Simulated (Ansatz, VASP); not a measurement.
**KBr in VASP and in Ansatz**

File INCAR:

```
PREC = Accurate
ENCUT = 520
EDIFF = 1E-6
ISMEAR = 0
SIGMA = 0.05
LREAL = F
LASPH = T
NELM = 100
ALGO = Normal
ISIF = 2
LWAVE = F
LCHARG = F
NBANDS = 24
```

File KPOINTS:

```
regular mesh
0
Gamma
  6 6 4
```

Contents of POSCAR:

```
KBr
1.0
    3.8618012837      0.0000000000      0.0000000000
    0.0000000000      3.8618012837      0.0000000000
    0.0000000000      0.0000000000      7.7236025674
K Br
2 2
Direct
    0.0000000000      0.0000000000      0.0000000000
    0.0000000000      0.0000000000      0.5000000000
    0.3545696532      0.5000000000      0.2500000000
    0.6454303468      0.5000000000      0.7500000000
```

Input for Ansatz:

```yaml
crystal:
  lattice:
    - [3.8618012837, 0.0, 0.0]
    - [0.0, 3.8618012837, 0.0]
    - [0.0, 0.0, 7.7236025674]
  atoms:
    - { symbol: K, position: [0.0, 0.0, 0.0] }
    - { symbol: K, position: [0.0, 0.0, 0.5] }
    - { symbol: Br, position: [0.3545696532, 0.5, 0.25] }
    - { symbol: Br, position: [0.6454303468, 0.5, 0.75] }
basis:
  ecutwfc: 420
kpoints:
  mp_grid: { grid: [6, 6, 4] }
hamiltonian:
  xc: lda
scf:
  occupations: { method: gaussian, width: 0.05 }
output:
  forces: true
  stress: true
  eigenvalues: true
```

Change from the starting cell: mode 4 frozen in at -0.557 Å, equal normal strain along x, y and z +0.0083.

Alike in both runs: task single point; functional LDA; k mesh 6 × 6 × 4; occupations gaussian, width 0.05 eV; no spin polarisation.

|  | VASP | Ansatz |
| --- | --- | --- |
| version | VASP 6.6.1 | Ansatz 0.2.0 |
| potentials or method | VASP PAW LDA potentials, release 64 (K_sv, Br), cutoff 520 eV | scalar-relativistic, plane waves, PAW |
| valence electrons in the cell | 32 | 32 |

```csv
,VASP,Ansatz,Ansatz less VASP
gap on the k mesh at the Fermi level (eV),3.94,3.93,-0.009
least direct gap on the mesh (eV),4.09,4.08,-0.010
pressure (GPa),1.8,1.7,-0.13
"traceless stress, the component that is largest in VASP (GPa)",-0.74,-0.70,+0.045
rms of the force components (eV/Å),0.226,0.218,-0.0073
```

LDA's correlation is that of Perdew and Zunger in VASP and of Perdew and Wang (1992) in Ansatz. Atom by atom the forces differ by 0.007 eV/Å (rms over components).
